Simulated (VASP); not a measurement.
A run of VASP 6.6.1:

Contents of INCAR:

```
SYSTEM = AlP7
PREC     = Accurate       ! precision mode
ENCUT    = 520            ! plane-wave cutoff, eV
EDIFF    = 1E-6           ! SCF threshold, eV
ISMEAR   = 0              ! smearing method
SIGMA    = 0.1            ! smearing width, eV
LREAL    = .False.        ! projectors in reciprocal space
LASPH    = .True.         ! aspherical terms in the spheres
NELM     = 60             ! most SCF steps
ALGO     = Normal         ! electronic algorithm
ISIF     = 2              ! what is computed and relaxed
LWAVE    = .False.        ! write WAVECAR
LCHARG   = .False.        ! write CHGCAR
GGA      = PE             ! functional
NBANDS   = 29             ! bands
```

File KPOINTS:

```
Automatic mesh
0
Gamma
  8 8 8
  0 0 0
```

Contents of POSCAR:

```
AlP7
1.0
    5.4223427080      0.0000000000      0.0000000000
    0.0000000000      5.4223427080      0.0000000000
    0.0000000000      0.0000000000      5.4223427080
Al P
1 7
Direct
    0.0000000000      0.0000000000      0.0000000000
    0.2628428462      0.2628428462      0.2628428462
    0.0000000000      0.5000000000      0.5000000000
    0.5000000000      0.5000000000      0.0000000000
    0.5000000000      0.0000000000      0.5000000000
    0.7371571538      0.2628428462      0.7371571538
    0.7371571538      0.7371571538      0.2628428462
    0.2628428462      0.7371571538      0.7371571538
```

Potentials or basis: VASP PAW PBE potentials, release 64 (Al, P).

The run is started by

```console
$ cat potpaw_PBE.64/Al/POTCAR potpaw_PBE.64/P/POTCAR > POTCAR
$ mpirun -np 1 vasp_std > vasp.out
```

Hardware: 1 thread of Intel(R) Xeon(R) 6975P-C (Granite Rapids), on a shared host.

Task: Estimate the wall time of this run.

Result: Run time: 56 s on 1 thread of Intel(R) Xeon(R) 6975P-C (Granite Rapids), with other jobs on the host, peak memory 0.3 GiB. Counts: scf iterations 13, k points 35.
